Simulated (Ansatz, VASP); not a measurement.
Two plane-wave programs on BiB

Contents of INCAR:

```
SYSTEM = BiB
PREC     = Accurate       ! precision mode
ENCUT    = 520            ! plane-wave cutoff, eV
EDIFF    = 1E-8           ! SCF threshold, eV
ISMEAR   = -1             ! smearing method
SIGMA    = 0.05           ! smearing width, eV
LREAL    = .FALSE.        ! projectors in reciprocal space
LASPH    = .TRUE.         ! aspherical terms in the spheres
NELM     = 80             ! most SCF steps
ALGO     = Normal         ! electronic algorithm
ISIF     = 2              ! what is computed and relaxed
LWAVE    = .FALSE.        ! write WAVECAR
LCHARG   = .FALSE.        ! write CHGCAR
GGA      = PE             ! functional
LEFG     = .TRUE.       
NBANDS   = 16             ! bands
```

File KPOINTS:

```
Automatic mesh
0
G
  11 11 11
  0 0 0
```

The input POSCAR:

```
BiB
1.0
    0.0000000000      2.7060845185      2.7060845185
    2.7060845185      0.0000000000      2.7060845185
    2.7060845185      2.7060845185      0.0000000000
B Bi
1 1
Direct
    0.0000000000      0.0000000000      0.0000000000
    0.2500000000      0.2500000000      0.2500000000
```

Input for Ansatz:

```yaml
crystal:
  lattice:
    - [0.0, 2.7060845185, 2.7060845185]
    - [2.7060845185, 0.0, 2.7060845185]
    - [2.7060845185, 2.7060845185, 0.0]
  atoms:
    - { symbol: B, position: [0.0, 0.0, 0.0] }
    - { symbol: Bi, position: [0.25, 0.25, 0.25] }
kpoints:
  mp_grid: { grid: [11, 11, 11] }
scf:
  occupations: { method: fermi_dirac, width: 0.05 }
hamiltonian:
  xc: pbe
  pseudopotentials: { kind: paw }
output:
  forces: true
  stress: true
  eigenvalues: true
  efg: { contact_densities: true }
```

Change from the starting cell: volume scaled by 0.9405, PAW files.

Alike in both runs: task electric field gradients; functional PBE; k mesh 11 × 11 × 11; occupations fermi-dirac, width 0.05 eV; no spin polarisation.

|  | VASP | Ansatz |
| --- | --- | --- |
| version | VASP 6.6.1 | Ansatz 0.2.0 |
| potentials or method | VASP PAW PBE potentials, release 64 (B, Bi_d) | PAW with Ansatz's default frozen-core files, scalar-relativistic |
| plane-wave cutoff (eV) | 520 | 420 |
| valence electrons in the cell | 18 | 18 |

Ansatz gave:

```
pressure (GPa) : 5.1
```

**Question.** Estimate VASP's values.

**Answer.** Pressure (GPa): 5.0.

With one functional, cell and mesh, what is left measures potentials, basis and numerics.

Neither program's run includes spin-orbit coupling.
